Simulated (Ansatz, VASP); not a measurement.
## One calculation of Hg, two programs

```
Hg
1.0
    -1.81439    1.81439    1.81439
     1.81439   -1.81439    1.81439
     1.81439    1.81439   -1.81439
Hg
1
Cartesian
  0.0000 0.0000 0.0000
```

Alike in both runs: task single point; functional PBEsol; k mesh 15 × 15 × 15; occupations fermi-dirac, width 0.08 eV; no spin polarisation.

```csv
,VASP,Ansatz
version,VASP 6.6.1,Ansatz 0.2.0
potentials or method,"VASP PAW PBE potentials, release 64 (Hg), cutoff 520 eV","all-electron LAPW, scalar-relativistic"
```

Ansatz gave:

```
pressure (GPa) : -0.1
```

Estimate VASP's values.

pressure (GPa): 0.3.

VASP's potentials were made for PBE, not for PBEsol. Ansatz ran all-electron here, and VASP with PAW potentials.

Spin-orbit coupling is off throughout.
